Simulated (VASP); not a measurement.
Set up this calculation in VASP 6.6.1, as the native input.

```
Task                   : single point
Functional             : PBEsol
Potentials or basis    : VASP PAW PBE potentials, release 64 (S)
Cutoff                 : 520 eV
k mesh                 : 10 × 20 × 8
Occupations            : gaussian, width 0.1 eV
Spin                   : no spin polarisation
Dipole correction      : no
Further INCAR settings : ALGO = Normal; EDIFF = 1e-06; NBANDS = 9
```

The structure of S lies in POSCAR:

```
S
1.0
    4.2264251528      0.0000000000      0.0000000000
    0.0000000000      2.0757153410      0.0000000000
   -1.4084584192      0.0000000000      6.2804312806
S
1
Direct
    0.0000000000      0.5000000000      0.5000000000
```

This cell differs from its parent crystal: O replaced by S, lengths x 1.355, strained.

The input as run:

INCAR

```
PREC     = Accurate       # precision mode
ENCUT    = 520            # plane-wave cutoff, eV
EDIFF    = 1E-6           # SCF threshold, eV
ISMEAR   = 0              # smearing method
SIGMA    = 0.1            # smearing width, eV
LREAL    = F              # projectors in reciprocal space
LASPH    = T              # aspherical terms in the spheres
NELM     = 100            # most SCF steps
ALGO     = Normal         # electronic algorithm
ISIF     = 2              # what is computed and relaxed
LWAVE    = F              # write WAVECAR
LCHARG   = F              # write CHGCAR
GGA      = PS             # functional
NBANDS   = 9              # bands
```

KPOINTS

```
regular mesh
0
Gamma
  10 20 8
```

Potentials or basis: VASP PAW PBE potentials, release 64 (S).

Launch:

```bash
$ cat potpaw_PBE.64/S/POTCAR > POTCAR
$ mpirun -np 1 vasp_std > vasp.out
```

It gave:

```yaml
Pressure: 0.0 GPa
Band_gap_on_the_k_mesh: zero (band 3 reaches -0.61 eV, above the bottom of band 4 at -3.02 eV)
```

Caveat: the cell differs from its parent crystal (O replaced by S, lengths x 1.355, strained); the PAW data sets were made with another functional, which shifts forces and pressure a little.

Run time: 46 s on 1 thread of Intel(R) Xeon(R) 6975P-C (Granite Rapids), on a shared host, peak memory 0.3 GiB.
